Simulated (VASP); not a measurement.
# Mo (Im-3m) in VASP: further runs

The runs below take Mo through single point, with PBE.

All numbers are computed with VASP 6.6.1; they aren't measurements. Logs are shortened: lines on timing, memory, paths and dates and some standing lists are left out, and cuts for length are marked.

### Step 1. The cell of the first run

Symmetry: Im-3m, No. 229, cubic system. The conventional cell has a = 3.038 Å, b = 3.038 Å, c = 3.038 Å, α = 90.00°, β = 90.00°, γ = 90.00°. Mo (site symmetry m-3m) has 14 Mo at 2.63 to 3.04 Å within 3.5 Å.

### Step 2. Single point, PBE

The input, INCAR:

```
SYSTEM = Mo
PREC = Accurate
ENCUT = 500
EDIFF = 1E-6
ISMEAR = 1
SIGMA = 0.01
LREAL = .False.
LASPH = .True.
NELM = 120
ALGO = Normal
ISIF = 2
LWAVE = .False.
LCHARG = .True.
GGA = PE
LELF = .True.
LVHAR = .True.
NBANDS = 13
GGA_COMPAT = .False.
```

The input, KPOINTS:

```
Automatic mesh
0
Gamma
  10 10 10
  0 0 0
```

The input, POSCAR:

```
Mo
1.0
   -1.5191154801      1.5191154801      1.5191154801
    1.5191154801     -1.5191154801      1.5191154801
    1.5191154801      1.5191154801     -1.5191154801
Mo
1
Direct
    0.0000000000      0.0000000000      0.0000000000
```

Potentials or basis: VASP PAW PBE potentials, release 64 (Mo_sv).

Run with:

```
$ cat potpaw_PBE.64/Mo_sv/POTCAR > POTCAR
$ mpirun -np 1 vasp_std > vasp.out
```

OUTCAR:

```text
SYSTEM = Mo
   PREC = Accurate
   ENCUT = 500
   EDIFF = 1E-6
   ISMEAR = 1
   LREAL = .False.
   LASPH = .True.
   NELM = 120
   ISIF = 2
   GGA = PE

 ion  position               nearest neighbor table
   1  0.000  0.000  0.000-

  LATTYP: Found a body centered cubic cell.
 ALAT       =     3.0382309602

  Lattice vectors:

 A1 = (  -1.5191154801,   1.5191154801,   1.5191154801)
 A2 = (   1.5191154801,  -1.5191154801,   1.5191154801)
 A3 = (   1.5191154801,   1.5191154801,  -1.5191154801)

Analysis of symmetry for initial positions (statically):
=====================================================================
 Subroutine PRICEL returns:
 Original cell was already a primitive cell.

 Routine SETGRP: Setting up the symmetry group for a
 body centered cubic supercell.

 Subroutine GETGRP returns: Found 48 space group operations
 (whereof 48 operations were pure point group operations)
 out of a pool of 48 trial point group operations.

The static configuration has the point symmetry O_h .

Analysis of symmetry for dynamics (positions and initial velocities):
=====================================================================
 Subroutine PRICEL returns:
 Original cell was already a primitive cell.

 Routine SETGRP: Setting up the symmetry group for a
 body centered cubic supercell.

 Subroutine GETGRP returns: Found 48 space group operations
 (whereof 48 operations were pure point group operations)
 out of a pool of 48 trial point group operations.

The dynamic configuration has the point symmetry O_h .

 Subroutine INISYM returns: Found 48 space group operations
 (whereof 48 operations are pure point group operations),
 and found     1 'primitive' translations

----------------------------------------------------------------------------------------

                                     Primitive cell

  volume of cell :      14.0227

  direct lattice vectors                    reciprocal lattice vectors
    -1.519115480  1.519115480  1.519115480     0.000000000  0.329138901  0.329138901
     1.519115480 -1.519115480  1.519115480     0.329138901  0.000000000  0.329138901
     1.519115480  1.519115480 -1.519115480     0.329138901  0.329138901  0.000000000

  length of vectors
     2.631185194  2.631185194  2.631185194     0.465472698  0.465472698  0.465472698

  position of ions in fractional coordinates (direct lattice)
     0.000000000  0.000000000  0.000000000

  ion indices of the primitive-cell ions
   primitive index   ion index
                 1           1

----------------------------------------------------------------------------------------

 KPOINTS: Automatic mesh

Automatic generation of k-mesh.
 Grid dimensions read from file:
 generate k-points for:   10   10   10

 Generating k-lattice:

  Cartesian coordinates                     Fractional coordinates (reciprocal lattice)
     0.000000000  0.032913890  0.032913890     0.100000000  0.000000000  0.000000000
     0.032913890  0.000000000  0.032913890     0.000000000  0.100000000  0.000000000
     0.032913890  0.032913890  0.000000000     0.000000000  0.000000000  0.100000000

  Length of vectors
     0.046547270  0.046547270  0.046547270

  Shift w.r.t. Gamma in fractional coordinates (k-lattice)
     0.000000000  0.000000000  0.000000000

 Subroutine IBZKPT returns following result:
 ===========================================

 Found     47 irreducible k-points:

 Following reciprocal coordinates:
            Coordinates               Weight
  0.000000  0.000000  0.000000      1.000000
  0.100000  0.000000  0.000000     12.000000
  0.200000  0.000000  0.000000     12.000000
  0.300000  0.000000  0.000000     12.000000
  0.400000  0.000000  0.000000     12.000000
  0.500000  0.000000  0.000000      6.000000
[... 16 lines left out ...]
  0.300000  0.300000  0.100000      8.000000
 -0.300000  0.300000  0.100000     24.000000
 [... further k-points ...]
   k-points           NKPTS =     47   k-points in BZ     NKDIM =     47   number of bands    NBANDS=     13
   number of dos      NEDOS =    301   number of ions     NIONS =      1
   total plane-waves  NPLWV =   8000
   dimension x,y,z NGX =    20 NGY =   20 NGZ =   20
   dimension x,y,z NGXF=    40 NGYF=   40 NGZF=   40
   ions per type =               1
   NGX,Y,Z   is equivalent  to a cutoff of  12.64, 12.64, 12.64 a.u.
   NGXF,Y,Z  is equivalent  to a cutoff of  25.27, 25.27, 25.27 a.u.
 SYSTEM =  Mo
   PREC   = accura    normal or accurate (medium, high low for compatibility)
   ISTART =      0    job   : 0-new  1-cont  2-samecut
   ICHARG =      2    charge: 1-file 2-atom 10-const
   ISPIN  =      1    spin polarized calculation?
   LNONCOLLINEAR =      F non collinear calculations
   LSORBIT =      F    spin-orbit coupling
   LASPH  =      T    aspherical Exc in radial PAW
   ENCUT  =  500.0 eV  36.75 Ry    6.06 a.u.   4.80  4.80  4.80*2*pi/ulx,y,z
   NELM   =    120;   NELMIN=  2; NELMDL= -5     # of ELM steps
   EDIFF  = 0.1E-05   stopping-criterion for ELM
   LREAL  =      F    real-space projection
   EDIFFG = 0.1E-04   stopping-criterion for IOM
   NSW    =      0    number of steps for IOM
   IBRION =     -1    ionic relax: 0-MD 1-quasi-New 2-CG
   NFREE  =      0    steps in history (QN), initial steepest desc. (CG)
   ISIF   =      2    stress and relaxation
   ISYM   =      2    0-nonsym 1-usesym 2-fastsym
   POTIM  = 0.5000    time-step for ionic-motion
   TEBEG  =    0.0;   TEEND  =   0.0 temperature during run
   PSTRESS=    0.0 pullay stress
   NELECT =      14.0000    total number of electrons
   NUPDOWN=      -1.0000    fix difference up-down
   EMIN   =  10.00;   EMAX   =-10.00  energy-range for DOS
   EFERMI =   0.00;   METHOD = LEGACY
   ISMEAR =     1;   SIGMA  =   0.01  broadening in eV -4-tet -1-fermi 0-gaus
   EFERMI_NEDOS =   21; number of points for ismear=-14 and -15
   IALGO  =     38    algorithm
   IMIX   =      4    mixing-type and parameters
     AMIX     =   0.40;   BMIX     =  1.00
     AMIX_MAG =   1.60;   BMIX_MAG =  1.00
  volume/ion in A,a.u.               =      14.02        94.63
  Fermi-wavevector in a.u.,A,eV,Ry     =   1.636214  3.091996 36.425458  2.677196
  Thomas-Fermi vector in A             =   2.727558
   LORBIT       =      0    0 simple, 1 ext, 2 COOP (PROOUT), +10 PAW based schemes
   GGA     = PE    functional components
   LHFCALC =     F    Hartree Fock is set to
   AEXX    =    0.0000 exact exchange contribution
   IVDW    =     0    specifies the selected vdW correction
   LEPSILON=     F    determine dielectric tensor
   LRPA    =     F    only Hartree local field effects (RPA)
 non-spin polarized calculation
 Methfessel and Paxton  Order N= 1 SIGMA  =   0.01
  energy-cutoff  :      500.00
  volume of cell :       14.02
 maximum number of plane-waves:       370
   NGX =  9   NGY =  9   NGZ =  9

 number of electron      14.0000003 magnetization

 Free energy of the ion-electron system (eV)
  ---------------------------------------------------
  ext. energy  EPLUGINS =         0.00000000
  ---------------------------------------------------
  free energy    TOTEN  =       -10.72326633 eV

  energy without entropy =      -10.72327402  energy(sigma->0) =      -10.72326889

 E-fermi :  14.5513     XC(G=0): -14.0087

 val. band max:       14.5429401870   @ k =  -0.3000   0.3000   0.3000
 cond. band min:      14.5851732576   @ k =   0.5000   0.5000   0.2000
 fundamental gap:      0.0422330706
 Fermi energy:        14.5512796547

 k-point     1 :       0.0000    0.0000    0.0000
  band No.  band energies     occupation
      1     -46.8713      2.00000
      2     -19.8384      2.00000
      3     -19.8384      2.00000
      4     -19.8384      2.00000
      5       6.8702      2.00000
      6      12.8471      2.00000
      7      12.8471      2.00000
      8      12.8471      2.00000
      9      16.2956      0.00000
     10      16.2956      0.00000
     11      29.3902      0.00000
     12      29.3902      0.00000
     13      29.3902      0.00000

 k-point     2 :       0.1000    0.0000    0.0000
  band No.  band energies     occupation
      1     -46.8335      2.00000
      2     -20.0413      2.00000
      3     -19.8996      2.00000
      4     -19.8405      2.00000
      5       7.3584      2.00000
      6      12.5606      2.00000
      7      12.7852      2.00000
      8      13.3252      2.00000
      9      15.9022      0.00000
     10      16.3019      0.00000
     11      29.7656      0.00000
     12      30.2293      0.00000
     13      30.4404      0.00000

 k-point     3 :       0.2000    0.0000    0.0000
  band No.  band energies     occupation
      1     -46.7334      2.00000
      2     -20.5547      2.00000
      3     -20.0572      2.00000
      4     -19.8461      2.00000
      5       8.4771      2.00000
      6      11.8883      2.00000
      7      12.5931      2.00000
      8      14.6936     -0.00000
      9      15.5827      0.00000
     10      16.3817      0.00000
     11      30.1177      0.00000
     12      32.0122      0.00000
     13      32.5370      0.00000
[... 305 lines left out ...]
 k-point    23 :       0.3000    0.3000    0.1000
  band No.  band energies     occupation
      1     -46.4281      2.00000
      2     -21.1052      2.00000
      3     -21.1052      2.00000
      4     -20.2760      2.00000
      5      10.2597      2.00000
      6      12.0739      2.00000
      7      12.0739      2.00000
      8      17.1001      0.00000
      9      17.1001      0.00000
     10      25.5303      0.00000
     11      26.2334      0.00000
     12      26.2334      0.00000
     13      30.4478      0.00000

 k-point    24 :      -0.3000    0.3000    0.1000
  band No.  band energies     occupation
      1     -46.5768      2.00000
      2     -21.1304      2.00000
      3     -20.3153      2.00000
      4     -19.9982      2.00000
      5       9.4260      2.00000
      6      11.6544      2.00000
      7      12.6145      2.00000
      8      15.0299      0.00000
      9      16.5714      0.00000
     10      17.5685      0.00000
     11      29.3555      0.00000
     12      31.6231      0.00000
     13      35.7404      0.00000

 [... further k-points ...]
[... 5 lines left out ...]
  --------------------------------------------------------------------------------------
  -------------------------------------------------------------------------------------
  Total        3.4142374      3.4142374      3.4142374     -0.0000000      0.0000000     -0.0000000
  in kB      390.0963984    390.0963984    390.0963984     -0.0000000      0.0000000     -0.0000000
  external PRESSURE =     390.0963984 kB  Pullay stress =       0.0000000 kB

 VOLUME and BASIS-vectors are now :
 -----------------------------------------------------------------------------
  energy-cutoff  :      500.00
  volume of cell :       14.02
      direct lattice vectors                 reciprocal lattice vectors
    -1.519115480  1.519115480  1.519115480     0.000000000  0.329138901  0.329138901
     1.519115480 -1.519115480  1.519115480     0.329138901  0.000000000  0.329138901
     1.519115480  1.519115480 -1.519115480     0.329138901  0.329138901  0.000000000

 POSITION                                       TOTAL-FORCE (eV/Angst)
 -----------------------------------------------------------------------------------
      0.00000      0.00000      0.00000        -0.000000      0.000000     -0.000000
 -----------------------------------------------------------------------------------
    total drift:                                0.000000     -0.000000     -0.000000

  FREE ENERGIE OF THE ION-ELECTRON SYSTEM (eV)
  ---------------------------------------------------
  free  energy   TOTEN  =       -10.7232663304 eV

  energy  without entropy=      -10.7232740220  energy(sigma->0) =      -10.72326889
```

It took 10 s on 1 thread of AMD EPYC 7R13, shared host; peak memory 0.1 GiB.

Results:

- Free energy: -10.7233 eV
- Pressure: 39.0 GPa
- Band gap on the k mesh: zero (band 7 reaches 19.08 eV, above the bottom of band 8 at 12.85 eV)

### Step 3. Single point, PBE

This run uses another cell than the first one, of 14.41 Å³/atom, 1.028 times its volume.

The input, INCAR:

```
SYSTEM = Mo
  PREC = Accurate
  ENCUT = 500
  EDIFF = 1E-6
  ISMEAR = 1
  SIGMA = 0.01
  LREAL = .False.
  LASPH = .True.
  NELM = 120
  ALGO = Normal
  ISIF = 2
  LWAVE = .False.
  LCHARG = .False.
  GGA = PE
  NBANDS = 13
  GGA_COMPAT = .False.
```

KPOINTS is that of step 2.

The input, POSCAR:

```
Mo
1.0
   -1.5330530979      1.5330530979      1.5330530979
    1.5330530979     -1.5330530979      1.5330530979
    1.5330530979      1.5330530979     -1.5330530979
Mo
1
Direct
    0.0000000000      0.0000000000      0.0000000000
```

Potentials or basis: VASP PAW PBE potentials, release 64 (Mo_sv).

Run with:

```
$ cat potpaw_PBE.64/Mo_sv/POTCAR > POTCAR
$ mpirun -np 1 vasp_std > vasp.out
```

OUTCAR:

```text
SYSTEM = Mo
   PREC = Accurate
   ENCUT = 500
   EDIFF = 1E-6
   ISMEAR = 1
   LREAL = .False.
   LASPH = .True.
   NELM = 120
   ISIF = 2
   GGA = PE

 ion  position               nearest neighbor table
   1  0.000  0.000  0.000-

  LATTYP: Found a body centered cubic cell.
 ALAT       =     3.0661061958

  Lattice vectors:

 A1 = (  -1.5330530979,   1.5330530979,   1.5330530979)
 A2 = (   1.5330530979,  -1.5330530979,   1.5330530979)
 A3 = (   1.5330530979,   1.5330530979,  -1.5330530979)

Analysis of symmetry for initial positions (statically):
=====================================================================
 Subroutine PRICEL returns:
 Original cell was already a primitive cell.

 Routine SETGRP: Setting up the symmetry group for a
 body centered cubic supercell.

 Subroutine GETGRP returns: Found 48 space group operations
 (whereof 48 operations were pure point group operations)
 out of a pool of 48 trial point group operations.

The static configuration has the point symmetry O_h .

Analysis of symmetry for dynamics (positions and initial velocities):
=====================================================================
[... 161 lines left out ...]
 Fermi energy:        14.0746724506

 k-point     1 :       0.0000    0.0000    0.0000
  band No.  band energies     occupation
      1     -47.3229      2.00000
      2     -20.3767      2.00000
      3     -20.3767      2.00000
      4     -20.3767      2.00000
      5       6.4650      2.00000
      6      12.4356      2.00000
      7      12.4356      2.00000
      8      12.4356      2.00000
      9      15.7736      0.00000
     10      15.7736      0.00000
     11      28.8846      0.00000
     12      28.8846      0.00000
     13      28.8846      0.00000
[... 354 lines left out ...]
  band No.  band energies     occupation
      1     -47.0578      2.00000
      2     -21.5645      2.00000
      3     -20.8169      2.00000
      4     -20.5229      2.00000
      5       9.0419      2.00000
      6      11.2878      2.00000
      7      12.1741      2.00000
      8      14.5407      0.00000
      9      16.0263      0.00000
     10      16.9738      0.00000
     11      28.7188      0.00000
     12      30.7970      0.00000
     13      34.9316      0.00000

 [... further k-points ...]
[... 5 lines left out ...]
  --------------------------------------------------------------------------------------
  -------------------------------------------------------------------------------------
  Total        2.5295920      2.5295920      2.5295920      0.0000000      0.0000000     -0.0000000
  in kB      281.2091753    281.2091753    281.2091753      0.0000000      0.0000000     -0.0000000
  external PRESSURE =     281.2091753 kB  Pullay stress =       0.0000000 kB

 VOLUME and BASIS-vectors are now :
 -----------------------------------------------------------------------------
  energy-cutoff  :      500.00
  volume of cell :       14.41
      direct lattice vectors                 reciprocal lattice vectors
    -1.533053098  1.533053098  1.533053098     0.000000000  0.326146564  0.326146564
     1.533053098 -1.533053098  1.533053098     0.326146564  0.000000000  0.326146564
     1.533053098  1.533053098 -1.533053098     0.326146564  0.326146564  0.000000000

 POSITION                                       TOTAL-FORCE (eV/Angst)
 -----------------------------------------------------------------------------------
      0.00000      0.00000      0.00000         0.000000     -0.000000      0.000000
 -----------------------------------------------------------------------------------
    total drift:                                0.000000     -0.000000      0.000000

  FREE ENERGIE OF THE ION-ELECTRON SYSTEM (eV)
  ---------------------------------------------------
  free  energy   TOTEN  =       -10.8047400386 eV

  energy  without entropy=      -10.8047749308  energy(sigma->0) =      -10.80475167
```

It took 11 s on 1 thread of AMD EPYC 7R13, shared host; peak memory 0.1 GiB.

What came out:

| Item | Value |
| --- | --- |
| Free energy | -10.8047 eV |
| Pressure | 28.1 GPa |
| Band gap on the k mesh | zero (band 7 reaches 18.44 eV, above the bottom of band 8 at 12.44 eV) |

(Continued in part 2 of 2.)
